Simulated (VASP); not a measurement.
# K (Im-3m) in VASP: a series of runs

The runs below take K through relaxation of cell and atoms, with LDA.

Everything below comes from runs of VASP 6.6.1. Logs are shortened: lines on timing, memory, paths and dates and some standing lists are left out, and cuts for length are marked.

**1. The cell of the first run**

The structure is cubic, space group Im-3m (No. 229). The conventional cell has a = 5.048 Å, b = 5.048 Å, c = 5.048 Å, α = 90.00°, β = 90.00°, γ = 90.00°. Within 5.7 Å of K (site symmetry m-3m) lie 14 K at 4.37 to 5.05 Å.

**2. Relaxation of cell and atoms, LDA**

INCAR reads:

```
SYSTEM = K
ALGO = Normal
EDIFF = 1E-6
EDIFFG = -0.001
ENCUT = 600
IBRION = 2
ISIF = 3
ISMEAR = -1
LASPH = .True.
LCHARG = .False.
LREAL = .False.
LWAVE = .False.
NELM = 80
NSW = 80
PREC = Accurate
SIGMA = 0.15
```

KPOINTS reads:

```
k-points
0
Gamma
  16 16 16
  0 0 0
```

POSCAR reads:

```
K
1.0
   -2.5242060231      2.5242060231      2.5242060231
    2.5242060231     -2.5242060231      2.5242060231
    2.5242060231      2.5242060231     -2.5242060231
K
1
Direct
    0.0000000000      0.0000000000      0.0000000000
```

Potentials or basis: VASP PAW LDA potentials, release 64 (K_sv).

On the command line:

```
$ cat potpaw_LDA.64/K_sv/POTCAR > POTCAR
$ mpirun -np 1 vasp_std > vasp.out
```

OUTCAR:

```text
SYSTEM = K
   EDIFF = 1E-6
   EDIFFG = -0.001
   ENCUT = 600
   IBRION = 2
   ISIF = 3
   ISMEAR = -1
   LASPH = .True.
   LREAL = .False.
   NELM = 80
   NSW = 80
   PREC = Accurate

 ion  position               nearest neighbor table
   1  0.000  0.000  0.000-

  LATTYP: Found a body centered cubic cell.
 ALAT       =     5.0484120462

  Lattice vectors:

 A1 = (  -2.5242060231,   2.5242060231,   2.5242060231)
 A2 = (   2.5242060231,  -2.5242060231,   2.5242060231)
 A3 = (   2.5242060231,   2.5242060231,  -2.5242060231)

Analysis of symmetry for initial positions (statically):
=====================================================================
 Subroutine PRICEL returns:
 Original cell was already a primitive cell.

 Routine SETGRP: Setting up the symmetry group for a
 body centered cubic supercell.

 Subroutine GETGRP returns: Found 48 space group operations
 (whereof 48 operations were pure point group operations)
 out of a pool of 48 trial point group operations.

The static configuration has the point symmetry O_h .

Analysis of symmetry for dynamics (positions and initial velocities):
=====================================================================
 Subroutine PRICEL returns:
 Original cell was already a primitive cell.

 Routine SETGRP: Setting up the symmetry group for a
 body centered cubic supercell.

 Subroutine GETGRP returns: Found 48 space group operations
 (whereof 48 operations were pure point group operations)
 out of a pool of 48 trial point group operations.

The dynamic configuration has the point symmetry O_h .

 Subroutine INISYM returns: Found 48 space group operations
 (whereof 48 operations are pure point group operations),
 and found     1 'primitive' translations

----------------------------------------------------------------------------------------

                                     Primitive cell

  volume of cell :      64.3331

  direct lattice vectors                    reciprocal lattice vectors
    -2.524206023  2.524206023  2.524206023     0.000000000  0.198082088  0.198082088
     2.524206023 -2.524206023  2.524206023     0.198082088  0.000000000  0.198082088
     2.524206023  2.524206023 -2.524206023     0.198082088  0.198082088  0.000000000

  length of vectors
     4.372053081  4.372053081  4.372053081     0.280130376  0.280130376  0.280130376

  position of ions in fractional coordinates (direct lattice)
     0.000000000  0.000000000  0.000000000

  ion indices of the primitive-cell ions
   primitive index   ion index
                 1           1

----------------------------------------------------------------------------------------

 KPOINTS: k-points

Automatic generation of k-mesh.
 Grid dimensions read from file:
 generate k-points for:   16   16   16

 Generating k-lattice:

  Cartesian coordinates                     Fractional coordinates (reciprocal lattice)
     0.000000000  0.012380131  0.012380131     0.062500000  0.000000000  0.000000000
     0.012380131  0.000000000  0.012380131     0.000000000  0.062500000  0.000000000
     0.012380131  0.012380131  0.000000000     0.000000000  0.000000000  0.062500000

  Length of vectors
     0.017508148  0.017508148  0.017508148

  Shift w.r.t. Gamma in fractional coordinates (k-lattice)
     0.000000000  0.000000000  0.000000000

 Subroutine IBZKPT returns following result:
 ===========================================

 Found    145 irreducible k-points:

 Following reciprocal coordinates:
            Coordinates               Weight
  0.000000  0.000000  0.000000      1.000000
  0.062500  0.000000  0.000000     12.000000
  0.125000  0.000000  0.000000     12.000000
  0.187500  0.000000  0.000000     12.000000
  0.250000  0.000000  0.000000     12.000000
  0.312500  0.000000  0.000000     12.000000
[... 16 lines left out ...]
  0.187500  0.187500  0.000000     24.000000
  0.250000  0.187500 -0.000000     48.000000
 [... further k-points ...]
   k-points           NKPTS =    145   k-points in BZ     NKDIM =    145   number of bands    NBANDS=      8
   number of dos      NEDOS =    301   number of ions     NIONS =      1
   total plane-waves  NPLWV =  46656
   dimension x,y,z NGX =    36 NGY =   36 NGZ =   36
   dimension x,y,z NGXF=    72 NGYF=   72 NGZF=   72
   ions per type =               1
   NGX,Y,Z   is equivalent  to a cutoff of  13.69, 13.69, 13.69 a.u.
   NGXF,Y,Z  is equivalent  to a cutoff of  27.38, 27.38, 27.38 a.u.
 SYSTEM =  K
   PREC   = accura    normal or accurate (medium, high low for compatibility)
   ISTART =      0    job   : 0-new  1-cont  2-samecut
   ICHARG =      2    charge: 1-file 2-atom 10-const
   ISPIN  =      1    spin polarized calculation?
   LNONCOLLINEAR =      F non collinear calculations
   LSORBIT =      F    spin-orbit coupling
   LASPH  =      T    aspherical Exc in radial PAW
   ENCUT  =  600.0 eV  44.10 Ry    6.64 a.u.   8.73  8.73  8.73*2*pi/ulx,y,z
   NELM   =     80;   NELMIN=  2; NELMDL= -5     # of ELM steps
   EDIFF  = 0.1E-05   stopping-criterion for ELM
   LREAL  =      F    real-space projection
   EDIFFG = -.1E-02   stopping-criterion for IOM
   NSW    =     80    number of steps for IOM
   IBRION =      2    ionic relax: 0-MD 1-quasi-New 2-CG
   NFREE  =      1    steps in history (QN), initial steepest desc. (CG)
   ISIF   =      3    stress and relaxation
   ISYM   =      2    0-nonsym 1-usesym 2-fastsym
   POTIM  = 0.5000    time-step for ionic-motion
   TEBEG  =    0.0;   TEEND  =   0.0 temperature during run
   PSTRESS=    0.0 pullay stress
   NELECT =       9.0000    total number of electrons
   NUPDOWN=      -1.0000    fix difference up-down
   EMIN   =  10.00;   EMAX   =-10.00  energy-range for DOS
   EFERMI =   0.00;   METHOD = LEGACY
   ISMEAR =    -1;   SIGMA  =   0.15  broadening in eV -4-tet -1-fermi 0-gaus
   EFERMI_NEDOS =   21; number of points for ismear=-14 and -15
   IALGO  =     38    algorithm
   IMIX   =      4    mixing-type and parameters
     AMIX     =   0.40;   BMIX     =  1.00
     AMIX_MAG =   1.60;   BMIX_MAG =  1.00
  volume/ion in A,a.u.               =      64.33       434.14
  Fermi-wavevector in a.u.,A,eV,Ry     =   0.849854  1.605991  9.826827  0.722251
  Thomas-Fermi vector in A             =   1.965740
   LORBIT       =      0    0 simple, 1 ext, 2 COOP (PROOUT), +10 PAW based schemes
   GGA     = CA    functional components
   LHFCALC =     F    Hartree Fock is set to
   AEXX    =    0.0000 exact exchange contribution
   IVDW    =     0    specifies the selected vdW correction
   LEPSILON=     F    determine dielectric tensor
   LRPA    =     F    only Hartree local field effects (RPA)
 conjugate gradient relaxation of ions
 non-spin polarized calculation
  energy-cutoff  :      600.00
  volume of cell :       64.33
 maximum number of plane-waves:      2214
   NGX = 17   NGY = 17   NGZ = 17

 number of electron       9.0000001 magnetization

 Free energy of the ion-electron system (eV)
  ---------------------------------------------------
  ext. energy  EPLUGINS =         0.00000000
  ---------------------------------------------------
  free energy    TOTEN  =        -1.19237517 eV

  energy without entropy =       -1.13767171  energy(sigma->0) =       -1.16502344

 E-fermi :  -0.0110     XC(G=0):  -6.2248

 val. band max:       -0.0333401254   @ k =   0.4375   0.0000   0.0000
 cond. band min:      -0.0053568375   @ k =  -0.3750   0.4375   0.1250
 fundamental gap:      0.0279832878
 Fermi energy:        -0.0110217695

 k-point     1 :       0.0000    0.0000    0.0000
  band No.  band energies     occupation
      1     -31.7474      2.00000
      2     -15.4149      2.00000
      3     -15.4149      2.00000
      4     -15.4149      2.00000
      5      -2.3678      2.00000
      6       4.2736      0.00000
      7       4.2736      0.00000
      8       4.2736      0.00000

 k-point     2 :       0.0625    0.0000    0.0000
  band No.  band energies     occupation
      1     -31.7470      2.00000
      2     -15.4193      2.00000
      3     -15.4163      2.00000
      4     -15.4149      2.00000
      5      -2.3130      2.00000
      6       4.2077      0.00000
      7       4.2123      0.00000
      8       4.3196      0.00000

 k-point     3 :       0.1250    0.0000    0.0000
  band No.  band energies     occupation
      1     -31.7461      2.00000
      2     -15.4317      2.00000
      3     -15.4203      2.00000
      4     -15.4149      2.00000
      5      -2.1504      2.00000
      6       3.9666      0.00000
      7       4.0361      0.00000
      8       4.4570      0.00000

 k-point     4 :       0.1875    0.0000    0.0000
  band No.  band energies     occupation
      1     -31.7448      2.00000
      2     -15.4503      2.00000
      3     -15.4264      2.00000
      4     -15.4149      2.00000
      5      -1.8852      1.99999
      6       3.5184      0.00000
      7       3.8125      0.00000
      8       4.6831      0.00000

 k-point     5 :       0.2500    0.0000    0.0000
  band No.  band energies     occupation
      1     -31.7432      2.00000
      2     -15.4719      2.00000
      3     -15.4335      2.00000
      4     -15.4149      2.00000
      5      -1.5261      1.99992
      6       2.9739      0.00000
      7       3.5849      0.00000
      8       4.9944      0.00000
[... 177 lines left out ...]
 k-point    22 :       0.4375    0.1250    0.0000
  band No.  band energies     occupation
      1     -31.7387      2.00000
      2     -15.5218      2.00000
      3     -15.4571      2.00000
      4     -15.4209      2.00000
      5       0.5523      0.04570
      6       0.8656      0.00578
      7       2.8690      0.00000
      8       4.7901      0.00000

 k-point    23 :       0.1875    0.1875    0.0000
  band No.  band energies     occupation
      1     -31.7412      2.00000
      2     -15.4913      2.00000
      3     -15.4415      2.00000
      4     -15.4227      2.00000
      5      -0.9844      1.99696
      6       2.5904      0.00000
      7       3.0416      0.00000
      8       4.9505      0.00000

 k-point    24 :       0.2500    0.1875   -0.0000
  band No.  band energies     occupation
      1     -31.7400      2.00000
      2     -15.5027      2.00000
      3     -15.4509      2.00000
      4     -15.4242      2.00000
      5      -0.5201      1.93503
      6       2.1700      0.00000
      7       2.7980      0.00000
      8       4.9935      0.00000

 [... further k-points ...]
[... 5 lines left out ...]
  --------------------------------------------------------------------------------------
  -------------------------------------------------------------------------------------
  Total        0.0009431      0.0009431      0.0009431      0.0000000      0.0000000     -0.0000000
  in kB        0.0234861      0.0234861      0.0234861      0.0000000      0.0000000     -0.0000000
  external PRESSURE =       0.0234861 kB  Pullay stress =       0.0000000 kB

 VOLUME and BASIS-vectors are now :
 -----------------------------------------------------------------------------
  energy-cutoff  :      600.00
  volume of cell :       64.33
      direct lattice vectors                 reciprocal lattice vectors
    -2.524206023  2.524206023  2.524206023     0.000000000  0.198082088  0.198082088
     2.524206023 -2.524206023  2.524206023     0.198082088  0.000000000  0.198082088
     2.524206023  2.524206023 -2.524206023     0.198082088  0.198082088  0.000000000

 POSITION                                       TOTAL-FORCE (eV/Angst)
 -----------------------------------------------------------------------------------
      0.00000      0.00000      0.00000        -0.000000      0.000000      0.000000
 -----------------------------------------------------------------------------------
    total drift:                               -0.000000      0.000000      0.000000

  FREE ENERGIE OF THE ION-ELECTRON SYSTEM (eV)
  ---------------------------------------------------
  free  energy   TOTEN  =        -1.1923751689 eV

  energy  without entropy=       -1.1376717144  energy(sigma->0) =       -1.16502344

 reached required accuracy - stopping structural energy minimisation
```

It took 56 s on 1 thread of Intel Xeon Platinum 8259CL at 2.50GHz (Skylake/Cascade Lake), shared host; peak memory 0.23 GiB.

Results:

| Item | Value |
| --- | --- |
| Free energy | -1.1924 eV |
| Pressure after relaxing | 0.0 GPa |
| Band gap on the k mesh | zero (an odd number of electrons rules out a gap without spin polarisation) |

Final structure:
```cif
data_structure
_symmetry_space_group_name_H-M 'P 1'
_symmetry_Int_Tables_number 1
_cell_length_a 4.3721
_cell_length_b 4.3721
_cell_length_c 4.3721
_cell_angle_alpha 109.471
_cell_angle_beta 109.471
_cell_angle_gamma 109.471
_cell_volume 64.33
loop_
_atom_site_label
_atom_site_type_symbol
_atom_site_fract_x
_atom_site_fract_y
_atom_site_fract_z
_atom_site_occupancy
K1 K 0.00000 0.00000 0.00000 1
```

**3. Relaxation of cell and atoms, LDA**

This run uses another cell than the first one, of 71.77 Å³/atom.

INCAR reads:

```
  PREC = Accurate
  ENCUT = 600
  EDIFF = 1E-6
  ISMEAR = 0
  SIGMA = 0.1
  LREAL = False
  LASPH = True
  NELM = 60
  ALGO = Normal
  ISIF = 3
  LWAVE = False
  LCHARG = False
  GGA = CA
  IBRION = 2
  NSW = 100
  EDIFFG = -0.002
```

KPOINTS reads:

```
regular mesh
0
Gamma
  16 16 16
```

POSCAR reads:

```
K
1.0
   -2.6180000000      2.6180000000      2.6180000000
    2.6180000000     -2.6180000000      2.6180000000
    2.6180000000      2.6180000000     -2.6180000000
K
1
Direct
    0.0000000000      0.0000000000      0.0000000000
```

Potentials or basis: VASP PAW LDA potentials, release 64 (K_sv).

On the command line:

```
$ cat potpaw_LDA.64/K_sv/POTCAR > POTCAR
$ mpirun -np 1 vasp_std > vasp.out
```

Run time: 5.9 min. Hardware: 1 thread of Intel Xeon Platinum 8259CL at 2.50GHz (Skylake/Cascade Lake), shared host; peak memory 0.26 GiB.

The run converged. Its results:

```yaml
Free_energy: -1.1671 eV
Relaxed_volume: 64.09 Å³/atom
Relaxed_cell: a = 4.366 Å, b = 4.366 Å, c = 4.366 Å, α = 109.47°, β = 109.47°, γ = 109.47°
Space_group_after_relaxing_to_0.1_Å: Im-3m (No. 229)
Energy_gained_by_relaxing: 10.8 meV/atom
Ionic_steps: 12
Pressure_after_relaxing: 0.0 GPa
Band_gap_on_the_k_mesh: zero (an odd number of electrons rules out a gap without spin polarisation)
```

The path:
```tsv
step	energy change (eV)	largest force (eV/Å)	pressure (GPa)	volume (Å³)
1	0.0000	0.0000	-0.41	71.77
2	-0.0044	0.0000	-0.33	69.88
3	-0.0097	0.0000	-0.15	66.37
4	-0.0060	0.0000	0.36	59.70
5	-0.0108	0.0000	-0.01	64.20
6	-0.0108	0.0000	0.01	64.03
7	-0.0108	0.0000	0.02	64.07
8	-0.0108	0.0000	-0.01	64.22
9	-0.0108	0.0000	-0.02	64.17
10	-0.0108	0.0000	-0.02	64.12
11	-0.0108	0.0000	-0.01	64.10
12	-0.0108	0.0000	0.00	64.09
```

Final structure:
```
CELL_PARAMETERS angstrom
-2.52097 2.52097 2.52097
2.52097 -2.52097 2.52097
2.52097 2.52097 -2.52097
ATOMIC_POSITIONS crystal
K 0.00000 0.00000 0.00000
```

Levels at points of the mesh, in eV from the Fermi level:
```tsv
k point	band 2	band 3	band 4	band 5	band 6	band 7
(0.00, 0.00, 0.00)	-15.41	-15.41	-15.41	-2.37	4.28	4.28
(0.50, 0.00, 0.00)	-15.53	-15.45	-15.41	0.39	0.81	3.11
(0.50, 0.50, 0.50)	-15.49	-15.49	-15.49	1.58	1.58	3.84
```

The gap in the log of VASP goes by the Fermi energy; the results here count the filled bands.